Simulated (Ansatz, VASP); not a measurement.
**InAs: VASP beside Ansatz**

INCAR

```
  ALGO = Normal
  EDIFF = 1E-6
  EDIFFG = -0.002
  ENCUT = 600
  GGA = PS
  IBRION = 2
  ISIF = 3
  ISMEAR = -1
  LASPH = T
  LCHARG = F
  LREAL = F
  LWAVE = F
  NELM = 100
  NSW = 100
  PREC = Accurate
  SIGMA = 0.1
```

File KPOINTS:

```
k-points
0
Gamma
  12 12 12
```

File POSCAR:

```
InAs
1.0
    0.0000000000      3.0180000000      3.0180000000
    3.0180000000      0.0000000000      3.0180000000
    3.0180000000      3.0180000000      0.0000000000
In As
1 1
Direct
    0.0000000000      0.0000000000      0.0000000000
    0.7500000000      0.7500000000      0.7500000000
```

Input for Ansatz:

```yaml
crystal:
  lattice:
    - [0.0, 3.018, 3.018]
    - [3.018, 0.0, 3.018]
    - [3.018, 3.018, 0.0]
  atoms:
    - { symbol: In, position: [0.0, 0.0, 0.0] }
    - { symbol: As, position: [0.75, 0.75, 0.75] }
kpoints:
  mp_grid: { grid: [12, 12, 12] }
scf:
  occupations: { method: fermi_dirac, width: 0.1 }
hamiltonian:
  xc: pbesol
  pseudopotentials: { kind: paw }
relax:
  f_tol: 0.002
  max_steps: 80
  cell: {}
output:
  forces: true
  stress: true
  write_density: true
  write_potential: true
  elf: true
  volumetric_format: npy
```

Alike in both runs: task relaxation of cell and atoms; functional PBEsol; k mesh 12 × 12 × 12; occupations fermi-dirac, width 0.1 eV; no spin polarisation.

|  | VASP | Ansatz |
| --- | --- | --- |
| version | VASP 6.6.1 | Ansatz 0.2.0 |
| potentials or method | VASP PAW PBE potentials, release 64 (In_d, As) | PAW with Ansatz's default frozen-core files, scalar-relativistic |
| plane-wave cutoff (eV) | 600 | 420 |
| valence electrons in the cell | 18 | 28 |

```csv
,VASP,Ansatz,Ansatz less VASP
relaxed volume (Å³/atom),28.24,28.20,-0.042
relaxed cell length with the largest relative difference (Å),4.307,4.305,-0.0021
```

VASP's potentials were made for PBE, not for PBEsol. VASP's potentials hold 18 valence electrons a cell and Ansatz's 28, so a difference there can come from the potentials and not from the codes.
